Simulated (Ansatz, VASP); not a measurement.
## C in VASP and in Ansatz

Contents of POSCAR:

```
C
1.0
    1.8315443019     -4.0336177708      0.1514693390
    2.2498838171      4.2366475559     -0.1367507400
    0.0086923103     -0.0826083314      2.7551059366
C
8
Direct
    0.6555029743      1.0395346256      0.0680743786
    0.3159405862      0.0092765709     -0.0746920916
    0.0445150295      0.3654084510     -0.0159856995
    0.9586460514      0.5839019387      0.0613937891
    0.4668395320      0.2863482623      0.4763924731
    0.5685398384      0.7661687364      0.5306914761
    0.8191683371      0.5811475584      0.5330422755
    0.1708476509      0.3682138568      0.4210833985
```

Contents of INCAR.step1:

```
PREC     = Accurate       # precision mode
ENCUT    = 520            # plane-wave cutoff, eV
ISMEAR   = 0              # smearing method
SIGMA    = 0.05           # smearing width, eV
LREAL    = False          # projectors in reciprocal space
LASPH    = True           # aspherical terms in the spheres
NELM     = 80             # most SCF steps
NBANDS   = 26             # bands
GGA      = PE             # functional
ALGO     = Normal         # electronic algorithm
EDIFF    = 1E-4           # SCF threshold, eV
LWAVE    = True           # write WAVECAR
LCHARG   = False          # write CHGCAR
```

The input INCAR.step2:

```
PREC     = Accurate       # precision mode
ENCUT    = 520            # plane-wave cutoff, eV
EDIFF    = 1E-6           # SCF threshold, eV
ISMEAR   = 0              # smearing method
SIGMA    = 0.05           # smearing width, eV
LREAL    = False          # projectors in reciprocal space
LASPH    = True           # aspherical terms in the spheres
NELM     = 80             # most SCF steps
ALGO     = Normal         # electronic algorithm
ISIF     = 2              # what is computed and relaxed
LWAVE    = False          # write WAVECAR
LCHARG   = False          # write CHGCAR
METAGGA  = R2SCAN         # meta-GGA
LMIXTAU  = True         
NBANDS   = 26             # bands
ISTART   = 1
```

KPOINTS

```
regular mesh
0
Gamma
  6 6 10
```

Input for Ansatz:

```yaml
crystal:
  lattice:
    - [1.8315443019, -4.0336177708, 0.151469339]
    - [2.2498838171, 4.2366475559, -0.13675074]
    - [0.0086923103, -0.0826083314, 2.7551059366]
  atoms:
    - { symbol: C, position: [0.6555029743, 1.0395346256, 0.0680743786] }
    - { symbol: C, position: [0.3159405862, 0.0092765709, -0.0746920916] }
    - { symbol: C, position: [0.0445150295, 0.365408451, -0.0159856995] }
    - { symbol: C, position: [0.9586460514, 0.5839019387, 0.0613937891] }
    - { symbol: C, position: [0.466839532, 0.2863482623, 0.4763924731] }
    - { symbol: C, position: [0.5685398384, 0.7661687364, 0.5306914761] }
    - { symbol: C, position: [0.8191683371, 0.5811475584, 0.5330422755] }
    - { symbol: C, position: [0.1708476509, 0.3682138568, 0.4210833985] }
basis:
  ecutwfc: 500
kpoints:
  mp_grid: { grid: [6, 6, 10] }
hamiltonian:
  xc: r2scan
scf:
  occupations: { method: gaussian, width: 0.05 }
output:
  forces: true
  stress: true
  eigenvalues: true
```

Change from the starting cell: all atoms moved at random (sigma 0.15 Å a component), cell strained at random (sigma 0.05).

Alike in both runs: task single point; functional r2SCAN; k mesh 6 × 6 × 10; occupations gaussian, width 0.05 eV; no spin polarisation.

```csv
,VASP,Ansatz
version,VASP 6.6.1,Ansatz 0.2.0
potentials or method,"VASP PAW PBE potentials, release 64 (C), cutoff 520 eV","scalar-relativistic, plane waves, PAW"
valence electrons in the cell,32,32
```

```tsv
	VASP	Ansatz	Ansatz less VASP
gap on the k mesh at the Fermi level (eV)	none	none	-
pressure (GPa)	41.6	40.4	-1.22
traceless stress, the component that is largest in VASP (GPa)	-66.97	-66.82	+0.149
rms of the force components (eV/Å)	6.113	6.089	-0.0245
```

VASP's potentials were made for PBE, not for r2SCAN. Atom by atom the forces differ by 0.058 eV/Å (rms over components). A gap of «none» marks a metal or a gap that the smearing closes. Both programs put the cell under a high pressure, so it lies far from rest at this level. The functional is the same, so the differences come from potentials, cutoffs and numerics.
